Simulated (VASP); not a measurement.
Runs of VASP 6.6.1 on LiNbO3. The structure is that of space group R3c (No. 161), or close to it. The cells are those of the table. 

| level | potentials or basis | cell | smearing | gap on the mesh (eV) | largest force (eV/Å) |
| --- | --- | --- | --- | --- | --- |
| PBE | VASP PAW PBE potentials, release 64 (Li_sv, Nb_sv, O) | a = 5.550 Å, angles 55.8°, 10 atoms | fermi-dirac 0.02 eV | 3.55 | 0.02 |
| LDA | VASP PAW LDA potentials, release 64 (Li_sv, Nb_sv, O) | a = 5.420 Å, angles 55.7°, 10 atoms | fermi-dirac 0.02 eV | 3.49 | 0.06 |
| LDA | VASP PAW LDA potentials, release 64 (Li_sv, Nb_sv, O) | a = 5.497 Å, angles 55.7°, 10 atoms | gaussian 0.01 eV | 3.55 | (a) |
| PBE | VASP PAW PBE potentials, release 64 (Li_sv, Nb_sv, O) | a = 5.497 Å, angles 55.7°, 10 atoms | fermi-dirac 0.02 eV | 3.61 | (b) |
| PBEsol | VASP PAW PBE potentials, release 64 (Li_sv, Nb_sv, O) | a = 5.480 Å, angles 55.9°, 10 atoms | fermi-dirac 0.02 eV | 3.51 | (c) |

Alike in all rows: task single point; no spin polarisation; k mesh 6 × 6 × 6; cutoff (eV) 520.

Task: Fill in the values left out.

Result: (a) 0.23; (b) 0.11; (c) 0.04.

Caveats: the PAW data sets were made with another functional, which shifts forces and pressure a little (some runs).

A k mesh can miss the band edges, and the runs leave out spin-orbit coupling on Nb.
